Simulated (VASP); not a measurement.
Write the native input for VASP 6.6.1 that does the following.

| Item | Value |
| --- | --- |
| Task | single point |
| Functional | PBE |
| Potentials or basis | VASP PAW PBE potentials, release 64 (Ir) |
| Cutoff | 520 eV |
| k mesh | 22 × 22 × 22 |
| Occupations | gaussian, width 0.15 eV |
| Spin | no spin polarisation |
| Dipole correction | no |
| Further INCAR settings | ALGO = Fast; EDIFF = 1e-07; NBANDS = 10 |

The structure of Ir lies in POSCAR:

```
Ir
1.0
    0.0000000000      2.2462283668      1.4133268884
    2.2462283668      0.0000000000      1.4133268884
    2.2462283668      2.2462283668      0.0000000000
Ir
1
Direct
    0.0000000000      0.0000000000      0.0000000000
```

One way to write it, as run:

INCAR

```
PREC = Accurate
ENCUT = 520
EDIFF = 1E-7
ISMEAR = 0
SIGMA = 0.15
LREAL = False
LASPH = True
NELM = 60
ALGO = Fast
ISIF = 2
LWAVE = False
LCHARG = False
GGA = PE
NBANDS = 10
```

KPOINTS

```
regular mesh
0
Gamma
  22 22 22
```

Potentials or basis: VASP PAW PBE potentials, release 64 (Ir).

The run is started by

```sh
$ cat potpaw_PBE.64/Ir/POTCAR > POTCAR
$ mpirun -np 1 vasp_std > vasp.out
```

Results of the run:

The pressure is 17.0 GPa and the band gap on the k mesh is zero (an odd number of electrons rules out a gap without spin polarisation).

Caveat: the stress differs along the axes, from -6 to 29 GPa; spin-orbit coupling is left out, which moves the levels of the heavy elements.

It took 75 s on 1 thread of AMD EPYC 9R45 96-Core Processor (Zen 5), with other jobs on the host, peak memory 0.21 GiB.
